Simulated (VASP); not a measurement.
**Zn: single point with r2SCAN**

The system is Zn.

```xyz
2
Lattice="2.5953 0.0000 0.0000 -1.2976 2.2476 0.0000 0.0000 0.0000 4.9907" Properties=species:S:1:pos:R:3 pbc="T T T"
Zn    0.0000    1.4984    1.2477
Zn    1.2976    0.7492    3.7430
```

```yaml
Program: VASP 6.6.1
Task: single point
Functional: r2SCAN
Potentials_or_basis: VASP PAW PBE potentials, release 64 (Zn)
Cutoff: 520 eV
k_mesh: 18 × 18 × 8
Occupations: gaussian, width 0.1 eV
Spin: no spin polarisation
```

| Item | Value |
| --- | --- |
| Pressure | 0.5 GPa |
| Band gap on the k mesh | zero (band 12 reaches 5.08 eV, above the bottom of band 13 at -0.23 eV) |

Stress tensor (GPa, compression positive):
```
0.62 0.00 0.00
0.00 0.62 0.00
0.00 0.00 0.26
```

Levels at points of the mesh, in eV from the Fermi level:
```tsv
k point	band 10	band 11	band 12	band 13	band 14	band 15
(0.00, 0.00, 0.00)	-7.52	-7.52	-4.21	-3.56	13.49	17.34
(0.50, 0.00, 0.00)	-7.26	-3.06	-2.13	2.66	3.80	4.48
(0.00, 0.00, 0.50)	-7.60	-7.60	-7.60	4.24	4.24	21.18
(0.50, 0.00, 0.50)	-7.27	-2.12	-2.12	0.46	0.46	10.55
```

Wall time 2.7 min on 1 thread of Intel(R) Xeon(R) 6975P-C (Granite Rapids) (shared host), peak memory 0.2 GiB.

Caveat: the PAW data sets were made with another functional, which shifts forces and pressure a little.
